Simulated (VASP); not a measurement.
Here is a VASP 6.6.1 calculation.

File INCAR:

```
PREC = Accurate
ENCUT = 600
EDIFF = 1E-6
ISMEAR = -1
SIGMA = 0.05
LREAL = Auto
LASPH = True
NELM = 120
ALGO = Normal
ISIF = 2
LWAVE = False
LCHARG = True
GGA = CA
LELF = True
LVHAR = True
ISYM = 0
NBANDS = 178
GGA_COMPAT = False
```

Contents of KPOINTS:

```
Automatic mesh
0
Gamma
  1 1 1
  0.25 0.25 0.25
```

POSCAR

```
BaHfO3
1.0
    8.3151870000      0.0000000000      0.0000000000
    0.0000000000      8.3151870000      0.0000000000
    0.0000000000      0.0000000000      8.3151870000
Ba Hf O
8 8 24
Direct
    0.0000000000      0.0000000000      0.0000000000
    0.0000000000      0.0000000000      0.5000000000
    0.0000000000      0.5000000000      0.0000000000
    0.0000000000      0.5000000000      0.5000000000
    0.5000000000      0.0000000000      0.0000000000
    0.5000000000      0.0000000000      0.5000000000
    0.5000000000      0.5000000000      0.0000000000
    0.5000000000      0.5000000000      0.5000000000
    0.2500000000      0.2500000000      0.2500000000
    0.2500000000      0.2500000000      0.7500000000
    0.2500000000      0.7500000000      0.2500000000
    0.2500000000      0.7500000000      0.7500000000
    0.7500000000      0.2500000000      0.2500000000
    0.7500000000      0.2500000000      0.7500000000
    0.7500000000      0.7500000000      0.2500000000
    0.7500000000      0.7500000000      0.7500000000
    0.2500000000      0.2500000000      0.0000000000
    0.2500000000      0.2500000000      0.5000000000
    0.2500000000      0.7500000000      0.0000000000
    0.2500000000      0.7500000000      0.5000000000
    0.7500000000      0.2500000000      0.0000000000
    0.7500000000      0.2500000000      0.5000000000
    0.7500000000      0.7500000000      0.0000000000
    0.7500000000      0.7500000000      0.5000000000
    0.0000000000      0.2500000000      0.2500000000
    0.0000000000      0.2500000000      0.7500000000
    0.0000000000      0.7500000000      0.2500000000
    0.0000000000      0.7500000000      0.7500000000
    0.5000000000      0.2500000000      0.2500000000
    0.5000000000      0.2500000000      0.7500000000
    0.5000000000      0.7500000000      0.2500000000
    0.5000000000      0.7500000000      0.7500000000
    0.2500000000      0.0000000000      0.2500000000
    0.2500000000      0.0000000000      0.7500000000
    0.2500000000      0.5000000000      0.2500000000
    0.2500000000      0.5000000000      0.7500000000
    0.7500000000      0.0000000000      0.2500000000
    0.7500000000      0.0000000000      0.7500000000
    0.7500000000      0.5000000000      0.2500000000
    0.7500000000      0.5000000000      0.7500000000
```

Potentials or basis: VASP PAW LDA potentials, release 64 (Ba_sv, Hf_pv, O).

The run is started by

```bash
$ cat potpaw_LDA.64/Ba_sv/POTCAR potpaw_LDA.64/Hf_pv/POTCAR potpaw_LDA.64/O/POTCAR > POTCAR
$ mpirun -np 1 vasp_std > vasp.out
```

(1) Predict the band gap on the k mesh.

(2) Predict the pressure.

Answers

(1) 4.28 eV.

(2) -4.7 GPa.

Caveat: the cell stands under tension; spin-orbit coupling is left out, which moves the levels of the heavy elements; a shifted mesh leaves out Γ, where band edges can lie.
